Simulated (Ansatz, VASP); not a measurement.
Two plane-wave programs on LiH

```
CELL_PARAMETERS angstrom
2.83354 0.00000 0.00000
-1.41677 2.45392 0.00000
0.00000 0.00000 6.94074
ATOMIC_POSITIONS crystal
Li 0.00000 0.00000 0.00000
Li 0.33333 0.66667 0.33333
Li 0.66667 0.33333 0.66667
H 0.66667 0.33333 0.16667
H 0.00000 0.00000 0.50000
H 0.33333 0.66667 0.83333
```

Alike in both runs: functional PBE; k mesh 9 × 9 × 4; occupations gaussian, width 0.02 eV; no spin polarisation.

Ansatz relaxed the structure, and its values are those at the end. VASP's run is a single point on that final structure, the one shown.

```csv
,VASP,Ansatz
version,VASP 6.6.1,Ansatz 0.2.0
potentials or method,"VASP PAW PBE potentials, release 64 (Li_sv, H), cutoff 520 eV","scalar-relativistic, plane waves, PAW"
valence electrons in the cell,12,12
```

|  | VASP | Ansatz | Ansatz less VASP |
| --- | --- | --- | --- |
| gap on the k mesh at the Fermi level (eV) | 3.27 | 3.28 | +0.006 |
| least direct gap on the mesh (eV) | 3.27 | 3.28 | +0.006 |

Noted on VASP's run: the cutoff is short for stress, so the pressure is rough.
